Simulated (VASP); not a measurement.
Input of a VASP 6.6.1 run:

Contents of INCAR:

```
SYSTEM = CO2
PREC = Accurate ; ENCUT = 520
EDIFF = 1E-7 ; ISMEAR = 1
SIGMA = 0.15 ; LREAL = .False.
LASPH = .True. ; NELM = 60
ALGO = Normal ; ISIF = 2
LWAVE = .False. ; LCHARG = .True.
GGA = PS ; LELF = .True.
LVHAR = .True. ; NBANDS = 25
```

The input KPOINTS:

```
Automatic mesh
0
Gamma
  2 2 2
  0 0 0
```

Contents of POSCAR:

```
CO2
1.0
    2.6359100000     -2.3873800000      0.0000000000
    2.6359100000      2.3873800000      0.0000000000
    0.0000000000      0.0000000000      6.5871700000
C O
2 4
Direct
   -0.0369467062      0.0074961559      0.0197763228
    0.4842844080      0.5094756218      0.4610051054
    0.8576230150      0.1732824408      0.8736566689
    0.1164274443      0.8678235354      0.1589802601
    0.6870398813      0.2717838266      0.3713245597
    0.3289986149      0.7362312298      0.5816819666
```

Potentials or basis: VASP PAW PBE potentials, release 64 (C, O).

Run with:

```sh
$ cat potpaw_PBE.64/C/POTCAR potpaw_PBE.64/O/POTCAR > POTCAR
$ mpirun -np 1 vasp_std > vasp.out
```

**Question.** Estimate the band gap on the k mesh.

**Answer.** 5.55 eV, indirect (least direct gap 6.08 eV).

**Question.** What does it give for the largest force?

**Answer.** 4.563 eV/Å.

**Question.** Predict the pressure.

**Answer.** -1.8 GPa.

Stress tensor (GPa, compression positive):
```
 0.92 -1.72 -1.74
-1.72 -5.77 -9.73
-1.74 -9.73 -0.43
```

Caveat: the k points lie up to 0.89 Å⁻¹ apart; the PAW data sets were made with another functional, which shifts forces and pressure a little. PBEsol gaps usually lie below the measured ones, often by a third to a half.
